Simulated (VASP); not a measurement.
Input of a VASP 6.6.1 run:

The input INCAR:

```
ALGO = Normal
EDIFF = 1E-6
ENCUT = 520
GGA = PE
ISIF = 2
ISMEAR = -1
LASPH = T
LCHARG = F
LREAL = F
LWAVE = F
NBANDS = 16
NELM = 100
PREC = Accurate
SIGMA = 0.05
```

The input KPOINTS:

```
k-points
0
Gamma
  8 8 5
```

POSCAR

```
Cs
1.0
    4.2127770087      0.0000000000      0.0000000000
   -2.1063885043      3.6483719100      0.0000000000
    0.0000000000      0.0000000000      6.8246987541
Cs
2
Direct
    0.3333333333      0.6666666667      0.2500000000
    0.6666666667      0.3333333333      0.7500000000
```

Potentials or basis: VASP PAW PBE potentials, release 64 (Cs_sv).

Command:

```sh
$ cat potpaw_PBE.64/Cs_sv/POTCAR > POTCAR
$ mpirun -np 1 vasp_std > vasp.out
```

**Question.** Estimate the pressure.

**Answer.** 4.6 GPa.

**Question.** What does it give for the band gap on the k mesh?

**Answer.** Zero (band 9 reaches 3.57 eV, above the bottom of band 10 at 2.72 eV).

Caveat: spin-orbit coupling is left out, which moves the levels of the heavy elements.
